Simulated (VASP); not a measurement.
Set up this calculation in VASP 6.6.1, as the native input.

| Item | Value |
| --- | --- |
| Task | single point |
| Functional | r2SCAN |
| Potentials or basis | VASP PAW PBE potentials, release 64 (Au) |
| Cutoff | 520 eV |
| k mesh | 24 × 24 × 24 |
| Occupations | gaussian, width 0.15 eV |
| Spin | no spin polarisation |
| Dipole correction | no |
| Further INCAR settings | ALGO = Normal; EDIFF = 1e-06; NBANDS = 12 |

The system is Au.

```
Au
1.0
    -1.72356    1.72356    1.59098
     1.72356   -1.72356    1.59098
     1.72356    1.72356   -1.59098
Au
1
Cartesian
  0.0000 0.0000 0.0000
```

This cell differs from its parent crystal: strain +0.040 along x and y, -0.040 along z.

These files were run (other wordings do the same):

POSCAR

```
Au
1.0
   -1.7235597600      1.7235597600      1.5909782400
    1.7235597600     -1.7235597600      1.5909782400
    1.7235597600      1.7235597600     -1.5909782400
Au
1
Direct
    0.0000000000      0.0000000000      0.0000000000
```

INCAR.step1

```
SYSTEM = Au
PREC = Accurate
ENCUT = 520
ISMEAR = 0
SIGMA = 0.15
LREAL = .FALSE.
LASPH = .TRUE.
NELM = 80
NBANDS = 12
GGA = PE
ALGO = Normal
EDIFF = 1E-4
LWAVE = .TRUE.
LCHARG = .FALSE.
```

INCAR.step2

```
SYSTEM = Au
PREC = Accurate
ENCUT = 520
EDIFF = 1E-6
ISMEAR = 0
SIGMA = 0.15
LREAL = .FALSE.
LASPH = .TRUE.
NELM = 80
ALGO = Normal
ISIF = 2
LWAVE = .FALSE.
LCHARG = .FALSE.
METAGGA = R2SCAN
LMIXTAU = .TRUE.
NBANDS = 12
ISTART = 1
```

KPOINTS

```
Automatic mesh
0
G
  24 24 24
  0 0 0
```

Potentials or basis: VASP PAW PBE potentials, release 64 (Au).

Launch:

```console
$ cat potpaw_PBE.64/Au/POTCAR > POTCAR
$ cp INCAR.step1 INCAR
$ mpirun -np 1 vasp_std > vasp.out
$ cp INCAR.step2 INCAR
$ mpirun -np 1 vasp_std > vasp.out
```

Results of the run:

| Quantity | Value |
| --- | --- |
| Pressure | -8.5 GPa |
| Band gap on the k mesh | zero (an odd number of electrons rules out a gap without spin polarisation) |

Caveat: the cell differs from its parent crystal (strain +0.040 along x and y, -0.040 along z); the cell stands under tension; the PAW data sets were made with another functional, which shifts forces and pressure a little; spin-orbit coupling is left out, which moves the levels of the heavy elements.

Run time: 15 min on 1 thread of Intel Xeon 8259CL (shared host), peak memory 0.35 GiB.
